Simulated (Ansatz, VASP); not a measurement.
**CoSi2 in VASP and in Ansatz**

```
CELL_PARAMETERS angstrom
0.00000 2.61759 2.80534
2.61759 0.00000 2.80534
2.61759 2.61759 0.00000
ATOMIC_POSITIONS crystal
Co 0.00000 0.00000 0.00000
Si 0.23470 0.23470 0.26530
Si 0.76530 0.76530 0.73470
```

Change from the starting cell: mode 6 frozen in at -0.082 Å, strain +e along z and -e/2 along x and y +0.0467.

Alike in both runs: task single point; functional PBE; k mesh 12 × 12 × 12; occupations gaussian, width 0.15 eV; no spin polarisation.

|  | VASP | Ansatz |
| --- | --- | --- |
| version | VASP 6.6.1 | Ansatz 0.2.0 |
| potentials or method | VASP PAW PBE potentials, release 64 (Co, Si), cutoff 520 eV | scalar-relativistic, plane waves, PAW |
| valence electrons in the cell | 17 | 25 |

```csv
,VASP,Ansatz,Ansatz less VASP
gap on the k mesh at the Fermi level (eV),none,none,-
pressure (GPa),1.2,1.5,+0.29
"traceless stress, the component that is largest in VASP (GPa)",6.78,6.79,+0.013
rms of the force components (eV/Å),0.366,0.368,+0.0019
```

Atom by atom the forces differ by 0.002 eV/Å (rms over components). A gap of «none» marks a metal or a gap that the smearing closes. With one functional, cell and mesh, what is left measures potentials, basis and numerics. VASP's potentials hold 17 valence electrons a cell and Ansatz's 25, so a difference there can come from the potentials and not from the codes.
